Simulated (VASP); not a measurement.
# ZnSe (zincblende type) (F-43m) in VASP: a series of runs

ZnSe (zincblende type) is run at these levels: PBE; tasks: single point, relaxation of cell and atoms.

All numbers are computed with VASP 6.6.1; they aren't measurements. Logs are shortened: lines on timing, memory, paths and dates and some standing lists are left out, and cuts for length are marked.

### Step 1. The cell of the first run

The structure is cubic, space group F-43m (No. 216). Conventional cell: a = 5.733 Å, b = 5.733 Å, c = 5.733 Å, α = 90.00°, β = 90.00°, γ = 90.00°. Zn (site symmetry -43m) has 4 Se at 2.48 Å within 3.3 Å. Within 3.3 Å of Se (site symmetry -43m) lie 4 Zn at 2.48 Å.

### Step 2. Single point, PBE

Input file INCAR:

```
PREC = Accurate
ENCUT = 520
EDIFF = 1E-6
ISMEAR = -1
SIGMA = 0.02
LREAL = F
LASPH = T
NELM = 100
ALGO = Normal
ISIF = 2
LWAVE = F
LCHARG = F
GGA = PE
NBANDS = 16
```

Input file KPOINTS:

```
regular mesh
0
Gamma
  10 10 10
```

Input file POSCAR:

```
ZnSe
1.0
    0.0000000000      2.8663503068      2.8663503068
    2.8663503068      0.0000000000      2.8663503068
    2.8663503068      2.8663503068      0.0000000000
Zn Se
1 1
Direct
    0.0000000000      0.0000000000      0.0000000000
    0.2500000000      0.2500000000      0.2500000000
```

Potentials or basis: VASP PAW PBE potentials, release 64 (Zn, Se).

On the command line:

```console
$ cat potpaw_PBE.64/Zn/POTCAR potpaw_PBE.64/Se/POTCAR > POTCAR
$ mpirun -np 1 vasp_std > vasp.out
```

OUTCAR:

```text
PREC = Accurate
   ENCUT = 520
   EDIFF = 1E-6
   ISMEAR = -1
   LREAL = F
   LASPH = T
   NELM = 100
   ISIF = 2
   GGA = PE

 ion  position               nearest neighbor table
   1  0.000  0.000  0.000-   2 2.48   2 2.48   2 2.48   2 2.48
   2  0.250  0.250  0.250-   1 2.48   1 2.48   1 2.48   1 2.48

  LATTYP: Found a face centered cubic cell.
 ALAT       =     5.7327006136

  Lattice vectors:

 A1 = (   0.0000000000,   2.8663503068,   2.8663503068)
 A2 = (   2.8663503068,   0.0000000000,   2.8663503068)
 A3 = (   2.8663503068,   2.8663503068,   0.0000000000)

Analysis of symmetry for initial positions (statically):
=====================================================================
 Subroutine PRICEL returns:
 Original cell was already a primitive cell.

 Routine SETGRP: Setting up the symmetry group for a
 face centered cubic supercell.

 Subroutine GETGRP returns: Found 24 space group operations
 (whereof 24 operations were pure point group operations)
 out of a pool of 48 trial point group operations.

The static configuration has the point symmetry T_d .

Analysis of symmetry for dynamics (positions and initial velocities):
=====================================================================
 Subroutine PRICEL returns:
 Original cell was already a primitive cell.

 Routine SETGRP: Setting up the symmetry group for a
 face centered cubic supercell.

 Subroutine GETGRP returns: Found 24 space group operations
 (whereof 24 operations were pure point group operations)
 out of a pool of 48 trial point group operations.

The dynamic configuration has the point symmetry T_d .

 Subroutine INISYM returns: Found 24 space group operations
 (whereof 24 operations are pure point group operations),
 and found     1 'primitive' translations

----------------------------------------------------------------------------------------

                                     Primitive cell

  volume of cell :      47.0997

  direct lattice vectors                    reciprocal lattice vectors
     0.000000000  2.866350307  2.866350307    -0.174437855  0.174437855  0.174437855
     2.866350307  0.000000000  2.866350307     0.174437855 -0.174437855  0.174437855
     2.866350307  2.866350307  0.000000000     0.174437855  0.174437855 -0.174437855

  length of vectors
     4.053631478  4.053631478  4.053631478     0.302135228  0.302135228  0.302135228

  position of ions in fractional coordinates (direct lattice)
     0.000000000  0.000000000  0.000000000
     0.250000000  0.250000000  0.250000000

  ion indices of the primitive-cell ions
   primitive index   ion index
                 1           1
                 2           2

----------------------------------------------------------------------------------------

 KPOINTS: regular mesh

Automatic generation of k-mesh.
 Grid dimensions read from file:
 generate k-points for:   10   10   10

 Generating k-lattice:

  Cartesian coordinates                     Fractional coordinates (reciprocal lattice)
    -0.017443786  0.017443786  0.017443786     0.100000000  0.000000000  0.000000000
     0.017443786 -0.017443786  0.017443786     0.000000000  0.100000000  0.000000000
     0.017443786  0.017443786 -0.017443786     0.000000000  0.000000000  0.100000000

  Length of vectors
     0.030213523  0.030213523  0.030213523

  Shift w.r.t. Gamma in fractional coordinates (k-lattice)
     0.000000000  0.000000000  0.000000000

 Subroutine IBZKPT returns following result:
 ===========================================

 Found     47 irreducible k-points:

 Following reciprocal coordinates:
            Coordinates               Weight
  0.000000  0.000000  0.000000      1.000000
  0.100000  0.000000  0.000000      8.000000
  0.200000  0.000000  0.000000      8.000000
  0.300000  0.000000  0.000000      8.000000
  0.400000  0.000000  0.000000      8.000000
  0.500000  0.000000  0.000000      4.000000
[... 16 lines left out ...]
  0.300000  0.300000  0.000000      6.000000
  0.400000  0.300000  0.000000     24.000000
 [... further k-points ...]
   k-points           NKPTS =     47   k-points in BZ     NKDIM =     47   number of bands    NBANDS=     16
   number of dos      NEDOS =    301   number of ions     NIONS =      2
   total plane-waves  NPLWV =  27000
   dimension x,y,z NGX =    30 NGY =   30 NGZ =   30
   dimension x,y,z NGXF=    60 NGYF=   60 NGZF=   60
   ions per type =               1   1
   NGX,Y,Z   is equivalent  to a cutoff of  12.30, 12.30, 12.30 a.u.
   NGXF,Y,Z  is equivalent  to a cutoff of  24.61, 24.61, 24.61 a.u.
 SYSTEM =  unknown system
   PREC   = accura    normal or accurate (medium, high low for compatibility)
   ISTART =      0    job   : 0-new  1-cont  2-samecut
   ICHARG =      2    charge: 1-file 2-atom 10-const
   ISPIN  =      1    spin polarized calculation?
   LNONCOLLINEAR =      F non collinear calculations
   LSORBIT =      F    spin-orbit coupling
   LASPH  =      T    aspherical Exc in radial PAW
   ENCUT  =  520.0 eV  38.22 Ry    6.18 a.u.   7.54  7.54  7.54*2*pi/ulx,y,z
   NELM   =    100;   NELMIN=  2; NELMDL= -5     # of ELM steps
   EDIFF  = 0.1E-05   stopping-criterion for ELM
   LREAL  =      F    real-space projection
   EDIFFG = 0.1E-04   stopping-criterion for IOM
   NSW    =      0    number of steps for IOM
   IBRION =     -1    ionic relax: 0-MD 1-quasi-New 2-CG
   NFREE  =      0    steps in history (QN), initial steepest desc. (CG)
   ISIF   =      2    stress and relaxation
   ISYM   =      2    0-nonsym 1-usesym 2-fastsym
   POTIM  = 0.5000    time-step for ionic-motion
   TEBEG  =    0.0;   TEEND  =   0.0 temperature during run
   PSTRESS=    0.0 pullay stress
   NELECT =      18.0000    total number of electrons
   NUPDOWN=      -1.0000    fix difference up-down
   EMIN   =  10.00;   EMAX   =-10.00  energy-range for DOS
   EFERMI =   0.00;   METHOD = LEGACY
   ISMEAR =    -1;   SIGMA  =   0.02  broadening in eV -4-tet -1-fermi 0-gaus
   EFERMI_NEDOS =   21; number of points for ismear=-14 and -15
   IALGO  =     38    algorithm
   IMIX   =      4    mixing-type and parameters
     AMIX     =   0.40;   BMIX     =  1.00
     AMIX_MAG =   1.60;   BMIX_MAG =  1.00
  volume/ion in A,a.u.               =      23.55       158.92
  Fermi-wavevector in a.u.,A,eV,Ry     =   1.188027  2.245046 19.203382  1.411409
  Thomas-Fermi vector in A             =   2.324166
   LORBIT       =      0    0 simple, 1 ext, 2 COOP (PROOUT), +10 PAW based schemes
   GGA     = PE    functional components
[... 5 lines left out ...]
 non-spin polarized calculation
  energy-cutoff  :      520.00
  volume of cell :       47.10
 maximum number of plane-waves:      1295
   NGX = 15   NGY = 15   NGZ = 15

 number of electron      18.0000017 magnetization

 Free energy of the ion-electron system (eV)
  ---------------------------------------------------
  ext. energy  EPLUGINS =         0.00000000
  ---------------------------------------------------
  free energy    TOTEN  =        -6.03309194 eV

  energy without entropy =       -6.03309194  energy(sigma->0) =       -6.03309194

 E-fermi :   1.7736     XC(G=0):  -9.1663

 val. band max:        1.3247987428   @ k =   0.0000   0.0000   0.0000
 cond. band min:       2.4788453083   @ k =   0.0000   0.0000   0.0000
 fundamental gap:      1.1540465655
 Fermi energy:         1.7735818229

 k-point     1 :       0.0000    0.0000    0.0000
  band No.  band energies     occupation
      1     -11.7206      2.00000
      2      -5.1019      2.00000
      3      -5.1019      2.00000
      4      -5.1019      2.00000
      5      -4.7625      2.00000
      6      -4.7625      2.00000
[... 8 lines left out ...]
     15      12.7136      0.00000
     16      12.7136      0.00000

 k-point     2 :       0.1000    0.0000    0.0000
  band No.  band energies     occupation
      1     -11.6596      2.00000
      2      -5.0969      2.00000
      3      -5.0923      2.00000
      4      -5.0923      2.00000
      5      -4.7634      2.00000
      6      -4.7634      2.00000
[... 8 lines left out ...]
     15      12.1297      0.00000
     16      12.1297      0.00000

 k-point     3 :       0.2000    0.0000    0.0000
  band No.  band energies     occupation
      1     -11.4925      2.00000
      2      -5.0686      2.00000
      3      -5.0685      2.00000
      4      -5.0685      2.00000
      5      -4.7637      2.00000
      6      -4.7637      2.00000
[... 8 lines left out ...]
     15      11.6679      0.00000
     16      12.2031      0.00000

 k-point     4 :       0.3000    0.0000    0.0000
  band No.  band energies     occupation
      1     -11.2683      2.00000
      2      -5.0429      2.00000
      3      -5.0429      2.00000
      4      -4.9801      2.00000
      5      -4.7592      2.00000
      6      -4.7592      2.00000
[... 8 lines left out ...]
     15      12.0046      0.00000
     16      12.0046      0.00000

 k-point     5 :       0.4000    0.0000    0.0000
  band No.  band energies     occupation
      1     -11.0696      2.00000
      2      -5.0261      2.00000
      3      -5.0261      2.00000
      4      -4.7915      2.00000
      5      -4.7504      2.00000
      6      -4.7504      2.00000
[... 8 lines left out ...]
     15      13.1262      0.00000
     16      13.1262      0.00000

 k-point     6 :       0.5000    0.0000    0.0000
  band No.  band energies     occupation
      1     -10.9888      2.00000
      2      -5.0208      2.00000
      3      -5.0208      2.00000
      4      -4.7457      2.00000
      5      -4.7457      2.00000
      6      -4.6158      2.00000
[... 8 lines left out ...]
     15      14.2900      0.00000
     16      14.2900      0.00000
[... 267 lines left out ...]
 k-point    21 :      -0.3000    0.2000    0.0000
  band No.  band energies     occupation
      1     -11.0041      2.00000
      2      -5.0101      2.00000
      3      -4.9971      2.00000
      4      -4.8408      2.00000
      5      -4.7700      2.00000
      6      -4.7124      2.00000
[... 8 lines left out ...]
     15      13.0732      0.00000
     16      14.7285      0.00000

 k-point    22 :      -0.2000    0.2000    0.0000
  band No.  band energies     occupation
      1     -11.1918      2.00000
      2      -5.0275      2.00000
      3      -5.0220      2.00000
      4      -4.9727      2.00000
      5      -4.7765      2.00000
      6      -4.7389      2.00000
[... 8 lines left out ...]
     15      13.1943      0.00000
     16      14.3087      0.00000

 k-point    23 :       0.3000    0.3000    0.0000
  band No.  band energies     occupation
      1     -11.1162      2.00000
      2      -5.0883      2.00000
      3      -4.9629      2.00000
      4      -4.9629      2.00000
      5      -4.7752      2.00000
      6      -4.7335      2.00000
[... 8 lines left out ...]
     15      13.9212      0.00000
     16      15.8350      0.00000

 k-point    24 :       0.4000    0.3000    0.0000
  band No.  band energies     occupation
      1     -10.9586      2.00000
      2      -5.0578      2.00000
      3      -4.9330      2.00000
      4      -4.9221      2.00000
      5      -4.7311      2.00000
      6      -4.7292      2.00000
[... 8 lines left out ...]
     15      14.5086      0.00000
     16      15.8116      0.00000

 [... further k-points ...]

------------------------ aborting loop because EDIFF is reached ----------------------------------------

  FORCE on cell =-STRESS in cart. coord.  units (eV):
  Direction    XX          YY          ZZ          XY          YZ          ZX
  --------------------------------------------------------------------------------------
  -------------------------------------------------------------------------------------
  Total        0.0631098      0.0631098      0.0631098      0.0000000      0.0000000      0.0000000
  in kB        2.1467885      2.1467885      2.1467885      0.0000000      0.0000000      0.0000000
  external PRESSURE =       2.1467885 kB  Pullay stress =       0.0000000 kB

 VOLUME and BASIS-vectors are now :
 -----------------------------------------------------------------------------
  energy-cutoff  :      520.00
  volume of cell :       47.10
      direct lattice vectors                 reciprocal lattice vectors
     0.000000000  2.866350307  2.866350307    -0.174437855  0.174437855  0.174437855
     2.866350307  0.000000000  2.866350307     0.174437855 -0.174437855  0.174437855
     2.866350307  2.866350307  0.000000000     0.174437855  0.174437855 -0.174437855

 POSITION                                       TOTAL-FORCE (eV/Angst)
 -----------------------------------------------------------------------------------
      0.00000      0.00000      0.00000        -0.000000     -0.000000     -0.000000
      1.43318      1.43318      1.43318         0.000000      0.000000      0.000000
 -----------------------------------------------------------------------------------
    total drift:                               -0.000001     -0.000001     -0.000001

  FREE ENERGIE OF THE ION-ELECTRON SYSTEM (eV)
  ---------------------------------------------------
  free  energy   TOTEN  =        -6.0330919359 eV

  energy  without entropy=       -6.0330919359  energy(sigma->0) =       -6.03309194
```

Run time: 16 s. Hardware: 1 thread of Intel Xeon 6975P-C (Granite Rapids), shared host; peak memory 0.18 GiB.

What came out:

```yaml
Free_energy: -6.0331 eV
Pressure: 0.2 GPa
Band_gap_on_the_k_mesh: 1.15 eV
```

Levels at points of the mesh, in eV from the valence-band top:
```csv
k point,band 5,band 6,band 7,band 8,band 9,band 10,band 11,band 12,band 13,band 14
"(0.00, 0.00, 0.00)",-6.09,-6.09,0.00,0.00,0.00,1.15,5.81,5.81,5.81,9.80
"(0.50, 0.00, 0.00)",-6.07,-5.94,-5.01,-0.82,-0.82,2.48,6.39,6.39,8.48,10.81
"(0.50, 0.50, 0.00)",-6.04,-5.92,-4.61,-2.07,-2.07,3.06,3.46,10.49,11.01,11.01
```

[end of part 1 of 2]
